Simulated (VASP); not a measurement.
# NdHf (P4/mmm) in VASP: single point with PBE

Aim: the single point of NdHf with PBE.

Program: VASP 6.6.1. These are calculated values, not measurements. Logs are shortened: lines on timing, memory, paths and dates and some standing lists are left out, and cuts for length are marked.

### 1 The cell of the first run

The structure is tetragonal, space group P4/mmm (No. 123). Conventional cell: a = 3.362 Å, b = 3.362 Å, c = 4.848 Å, α = 90.00°, β = 90.00°, γ = 90.00°. Within 4.4 Å of Nd (site symmetry 4/mmm) lie 4 Nd at 3.36 Å and 8 Hf at 3.40 Å. Within 4.4 Å of Hf (site symmetry 4/mmm) lie 4 Hf at 3.36 Å and 8 Nd at 3.40 Å.

### 2 Single point, PBE

Contents of POSCAR:

```
NdHf
1.0
    3.3619337998      0.0000000000      0.0000000000
    0.0000000000      3.3619337998      0.0000000000
    0.0000000000      0.0000000000      4.8482767340
Nd Hf
1 1
Direct
    0.0000000000      0.0000000000      0.0000000000
    0.5000000000      0.5000000000      0.5000000000
```

Contents of INCAR.step1:

```
SYSTEM = NdHf
PREC     = Accurate       ! precision mode
ENCUT    = 400            ! plane-wave cutoff, eV
EDIFF    = 1E-6           ! SCF threshold, eV
ISMEAR   = 0              ! smearing method
SIGMA    = 0.1            ! smearing width, eV
LREAL    = .False.        ! projectors in reciprocal space
LASPH    = .True.         ! aspherical terms in the spheres
NELM     = 200            ! most SCF steps
ALGO     = Normal         ! electronic algorithm
ISIF     = 2              ! what is computed and relaxed
LWAVE    = .False.        ! write WAVECAR
LCHARG   = .True.         ! write CHGCAR
LMAXMIX  = 6              ! l up to which the mixer works
GGA      = PE             ! functional
NBANDS   = 18             ! bands
GGA_COMPAT= .False.      
NEDOS    = 2001           ! points of the DOS
LORBIT   = 11             ! projections on sites
```

Contents of KPOINTS.step1:

```
regular mesh
0
Gamma
  14 14 10
  0 0 0
```

Contents of INCAR.step2:

```
SYSTEM = NdHf
PREC     = Accurate       ! precision mode
ENCUT    = 400            ! plane-wave cutoff, eV
EDIFF    = 1E-6           ! SCF threshold, eV
ISMEAR   = -5             ! smearing method
SIGMA    = 0.1            ! smearing width, eV
LREAL    = .False.        ! projectors in reciprocal space
LASPH    = .True.         ! aspherical terms in the spheres
NELM     = 200            ! most SCF steps
ALGO     = Normal         ! electronic algorithm
ISIF     = 2              ! what is computed and relaxed
LWAVE    = .False.        ! write WAVECAR
LCHARG   = .False.        ! write CHGCAR
LMAXMIX  = 6              ! l up to which the mixer works
GGA      = PE             ! functional
LORBIT   = 10             ! projections on sites
NEDOS    = 1001           ! points of the DOS
ICHARG   = 11             ! starting density
GGA_COMPAT= .False.
```

Contents of KPOINTS.step2:

```
regular mesh
0
Gamma
  21 21 15
  0 0 0
```

Potentials or basis: VASP PAW PBE potentials, release 64 (Nd_3, Hf_pv), 4f in core.

The run is started by

```console
$ cat potpaw_PBE.64/Nd_3/POTCAR potpaw_PBE.64/Hf_pv/POTCAR > POTCAR
$ cp INCAR.step1 INCAR
$ cp KPOINTS.step1 KPOINTS
$ mpirun -np 1 vasp_std > vasp.out
$ cp INCAR.step2 INCAR
$ cp KPOINTS.step2 KPOINTS
$ mpirun -np 1 vasp_std > vasp.out
```

OUTCAR:

```text
SYSTEM = NdHf
   PREC = Accurate
   ENCUT = 400
   EDIFF = 1E-6
   ISMEAR = -5
   LREAL = .False.
   LASPH = .True.
   NELM = 200
   ISIF = 2
   GGA = PE
   LORBIT = 10
   ICHARG = 11

 ion  position               nearest neighbor table
   1  0.000  0.000  0.000-   2 3.40   2 3.40   2 3.40   2 3.40   2 3.40   2 3.40   2 3.40   2 3.40

   2  0.500  0.500  0.500-   1 3.40   1 3.40   1 3.40   1 3.40   1 3.40   1 3.40   1 3.40   1 3.40

  LATTYP: Found a simple tetragonal cell.
 ALAT       =     3.3619337998
 C/A-ratio  =     1.4421095187

  Lattice vectors:

 A1 = (   3.3619337998,   0.0000000000,   0.0000000000)
 A2 = (   0.0000000000,   3.3619337998,   0.0000000000)
 A3 = (   0.0000000000,   0.0000000000,   4.8482767340)

Analysis of symmetry for initial positions (statically):
=====================================================================
 Subroutine PRICEL returns:
 Original cell was already a primitive cell.

 Routine SETGRP: Setting up the symmetry group for a
 simple tetragonal supercell.

 Subroutine GETGRP returns: Found 16 space group operations
 (whereof 16 operations were pure point group operations)
 out of a pool of 16 trial point group operations.

The static configuration has the point symmetry D_4h.

Analysis of symmetry for dynamics (positions and initial velocities):
=====================================================================
 Subroutine PRICEL returns:
 Original cell was already a primitive cell.

 Routine SETGRP: Setting up the symmetry group for a
 simple tetragonal supercell.

 Subroutine GETGRP returns: Found 16 space group operations
 (whereof 16 operations were pure point group operations)
 out of a pool of 16 trial point group operations.

The dynamic configuration has the point symmetry D_4h.

 Subroutine INISYM returns: Found 16 space group operations
 (whereof 16 operations are pure point group operations),
 and found     1 'primitive' translations

----------------------------------------------------------------------------------------

                                     Primitive cell

  volume of cell :      54.7981

  direct lattice vectors                    reciprocal lattice vectors
     3.361933800  0.000000000  0.000000000     0.297447856  0.000000000  0.000000000
     0.000000000  3.361933800  0.000000000     0.000000000  0.297447856  0.000000000
     0.000000000  0.000000000  4.848276734     0.000000000  0.000000000  0.206258853

  length of vectors
     3.361933800  3.361933800  4.848276734     0.297447856  0.297447856  0.206258853

  position of ions in fractional coordinates (direct lattice)
     0.000000000  0.000000000  0.000000000
     0.500000000  0.500000000  0.500000000

  ion indices of the primitive-cell ions
   primitive index   ion index
                 1           1
                 2           2

----------------------------------------------------------------------------------------

 KPOINTS: regular mesh

Automatic generation of k-mesh.
 Grid dimensions read from file:
 generate k-points for:   21   21   15

 Generating k-lattice:

  Cartesian coordinates                     Fractional coordinates (reciprocal lattice)
     0.014164184  0.000000000  0.000000000     0.047619048  0.000000000  0.000000000
     0.000000000  0.014164184  0.000000000     0.000000000  0.047619048  0.000000000
     0.000000000  0.000000000  0.013750590     0.000000000  0.000000000  0.066666667

  Length of vectors
     0.014164184  0.014164184  0.013750590

  Shift w.r.t. Gamma in fractional coordinates (k-lattice)
     0.000000000  0.000000000  0.000000000

 TETIRR: Found   9886 inequivalent tetrahedra from    39690

 Subroutine IBZKPT returns following result:
 ===========================================

 Found    528 irreducible k-points:

 Following reciprocal coordinates:
            Coordinates               Weight
  0.000000  0.000000  0.000000      1.000000
  0.047619  0.000000  0.000000      4.000000
  0.095238  0.000000  0.000000      4.000000
  0.142857  0.000000  0.000000      4.000000
  0.190476  0.000000  0.000000      4.000000
  0.238095  0.000000  0.000000      4.000000
[... 16 lines left out ...]
  0.142857  0.095238  0.000000      8.000000
  0.190476  0.095238  0.000000      8.000000
 [... further k-points ...]
   k-points           NKPTS =    528   k-points in BZ     NKDIM =    528   number of bands    NBANDS=     14
   number of dos      NEDOS =   1001   number of ions     NIONS =      2
   total plane-waves  NPLWV =  18432
   dimension x,y,z NGX =    24 NGY =   24 NGZ =   32
   dimension x,y,z NGXF=    48 NGYF=   48 NGZF=   64
   ions per type =               1   1
   NGX,Y,Z   is equivalent  to a cutoff of  11.87, 11.87, 10.97 a.u.
   NGXF,Y,Z  is equivalent  to a cutoff of  23.74, 23.74, 21.95 a.u.
 SYSTEM =  NdHf
   PREC   = accura    normal or accurate (medium, high low for compatibility)
   ISTART =      0    job   : 0-new  1-cont  2-samecut
   ICHARG =     11    charge: 1-file 2-atom 10-const
   ISPIN  =      1    spin polarized calculation?
   LNONCOLLINEAR =      F non collinear calculations
   LSORBIT =      F    spin-orbit coupling
   LASPH  =      T    aspherical Exc in radial PAW
   ENCUT  =  400.0 eV  29.40 Ry    5.42 a.u.   5.48  5.48  7.91*2*pi/ulx,y,z
   NELM   =    200;   NELMIN=  2; NELMDL=  0     # of ELM steps
   EDIFF  = 0.1E-05   stopping-criterion for ELM
   LREAL  =      F    real-space projection
   EDIFFG = 0.1E-04   stopping-criterion for IOM
   NSW    =      0    number of steps for IOM
   IBRION =     -1    ionic relax: 0-MD 1-quasi-New 2-CG
   NFREE  =      0    steps in history (QN), initial steepest desc. (CG)
   ISIF   =      2    stress and relaxation
   ISYM   =      2    0-nonsym 1-usesym 2-fastsym
   POTIM  = 0.5000    time-step for ionic-motion
   TEBEG  =    0.0;   TEEND  =   0.0 temperature during run
   PSTRESS=    0.0 pullay stress
   NELECT =      21.0000    total number of electrons
   NUPDOWN=      -1.0000    fix difference up-down
   EMIN   =  10.00;   EMAX   =-10.00  energy-range for DOS
   EFERMI =   0.00;   METHOD = LEGACY
   ISMEAR =    -5;   SIGMA  =   0.10  broadening in eV -4-tet -1-fermi 0-gaus
   EFERMI_NEDOS =   21; number of points for ismear=-14 and -15
   IALGO  =     38    algorithm
   IMIX   =      4    mixing-type and parameters
     AMIX     =   0.40;   BMIX     =  1.00
     AMIX_MAG =   1.60;   BMIX_MAG =  1.00
  volume/ion in A,a.u.               =      27.40       184.90
  Fermi-wavevector in a.u.,A,eV,Ry     =   1.189121  2.247113 19.238755  1.414009
  Thomas-Fermi vector in A             =   2.325235
   LORBIT       =     10    0 simple, 1 ext, 2 COOP (PROOUT), +10 PAW based schemes
   GGA     = PE    functional components
   LHFCALC =     F    Hartree Fock is set to
   AEXX    =    0.0000 exact exchange contribution
   IVDW    =     0    specifies the selected vdW correction
   LEPSILON=     F    determine dielectric tensor
   LRPA    =     F    only Hartree local field effects (RPA)
 non-spin polarized calculation
 Fermi weights with tetrahedron method with Bloechl corrections
  energy-cutoff  :      400.00
  volume of cell :       54.80
 maximum number of plane-waves:      1020
 NGX is ok and might be reduce to    24

 number of electron      20.9999996 magnetization

 Free energy of the ion-electron system (eV)
  ---------------------------------------------------
  ext. energy  EPLUGINS =         0.00000000
  ---------------------------------------------------
  free energy    TOTEN  =       -14.07220442 eV

  energy without entropy =      -14.07220442  energy(sigma->0) =      -14.07220442

 E-fermi :   4.2187     XC(G=0): -10.5671

 val. band max:        4.2363839962   @ k =   0.2381   0.2381   0.4667
 cond. band min:       4.1914843497   @ k =   0.2381   0.2381   0.1333
 fundamental gap:     -0.0448996466
 Fermi energy:         4.2186515859

 k-point     1 :       0.0000    0.0000    0.0000
  band No.  band energies     occupation
      1     -33.1839      2.00000
      2     -26.8509      2.00000
      3     -26.6380      2.00000
      4     -26.6380      2.00000
      5     -14.3590      2.00000
      6     -13.8293      2.00000
      7     -13.8293      2.00000
      8      -1.4013      2.00000
      9       1.6495      2.00000
     10       2.4227      2.00000
     11       5.4890      0.00000
     12       5.5796      0.00000
     13       5.5796      0.00000
     14       7.2887      0.00000

 k-point     2 :       0.0476    0.0000    0.0000
  band No.  band energies     occupation
      1     -33.1814      2.00000
      2     -26.8502      2.00000
      3     -26.6431      2.00000
      4     -26.6375      2.00000
      5     -14.3564      2.00000
      6     -13.8604      2.00000
      7     -13.8268      2.00000
      8      -1.3517      2.00000
      9       1.6956      2.00000
     10       2.4612      2.00000
     11       5.5223      0.00000
     12       5.5254      0.00000
     13       5.6002      0.00000
     14       7.1641      0.00000

 k-point     3 :       0.0952    0.0000    0.0000
  band No.  band energies     occupation
      1     -33.1740      2.00000
      2     -26.8484      2.00000
      3     -26.6580      2.00000
      4     -26.6362      2.00000
      5     -14.3489      2.00000
      6     -13.9500      2.00000
      7     -13.8196      2.00000
      8      -1.2057      2.00000
      9       1.8248      2.00000
     10       2.5775      2.00000
     11       5.3737      0.00000
     12       5.6153      0.00000
     13       5.6613      0.00000
     14       6.8441      0.00000
[... 324 lines left out ...]
 k-point    23 :       0.1429    0.0952    0.0000
  band No.  band energies     occupation
      1     -33.1525      2.00000
      2     -26.8430      2.00000
      3     -26.6796      2.00000
      4     -26.6542      2.00000
      5     -14.3261      2.00000
      6     -14.0766      2.00000
      7     -13.9253      2.00000
      8      -0.7840      2.00000
      9       2.1981      2.00000
     10       2.9045      2.00000
     11       4.9222      0.00000
     12       5.9060      0.00000
     13       5.9137      0.00000
     14       6.0973      0.00000

 k-point    24 :       0.1905    0.0952    0.0000
  band No.  band energies     occupation
      1     -33.1377      2.00000
      2     -26.8393      2.00000
      3     -26.7091      2.00000
      4     -26.6516      2.00000
      5     -14.3104      2.00000
      6     -14.2437      2.00000
      7     -13.9097      2.00000
      8      -0.4780      2.00000
      9       2.4221      2.00000
     10       3.1407      2.00000
     11       4.6726     -0.00129
     12       5.6875      0.00000
     13       6.0426      0.00000
     14       6.0623      0.00000

 [... further k-points ...]
[... 5 lines left out ...]
  --------------------------------------------------------------------------------------
  -------------------------------------------------------------------------------------
  Total        0.0617075      0.0617075      0.1277575      0.0000000      0.0000000      0.0000000
  in kB        1.8041921      1.8041921      3.7353491      0.0000000      0.0000000      0.0000000
  external PRESSURE =       2.4479111 kB  Pullay stress =       0.0000000 kB

 VOLUME and BASIS-vectors are now :
 -----------------------------------------------------------------------------
  energy-cutoff  :      400.00
  volume of cell :       54.80
      direct lattice vectors                 reciprocal lattice vectors
     3.361933800  0.000000000  0.000000000     0.297447856  0.000000000  0.000000000
     0.000000000  3.361933800  0.000000000     0.000000000  0.297447856  0.000000000
     0.000000000  0.000000000  4.848276734     0.000000000  0.000000000  0.206258853

 POSITION                                       TOTAL-FORCE (eV/Angst)
 -----------------------------------------------------------------------------------
      0.00000      0.00000      0.00000         0.000000      0.000000      0.000000
      1.68097      1.68097      2.42414         0.000000      0.000000      0.000000
 -----------------------------------------------------------------------------------
    total drift:                                0.000000      0.000000     -0.000000

  FREE ENERGIE OF THE ION-ELECTRON SYSTEM (eV)
  ---------------------------------------------------
  free  energy   TOTEN  =       -14.0722044223 eV

  energy  without entropy=      -14.0722044223  energy(sigma->0) =      -14.07220442

 total charge

# of ion       s       p       d       tot
------------------------------------------
    1        2.162   5.779   1.119   9.061
    2        0.396   6.269   1.447   8.112
--------------------------------------------------
tot          2.558  12.048   2.566  17.172
```

Wall time 2.6 min (1 thread of AMD EPYC 7R13 (Zen 3), shared host); peak memory 0.39 GiB.

Results:

```yaml
Valence_electrons_inside_the_program's_atomic_spheres: Nd 9.06; Hf 8.11
```

Caveat: spin-orbit coupling is left out, which moves the levels of the heavy elements; the 4f electrons are frozen in the core, so they carry no moment and show no levels.
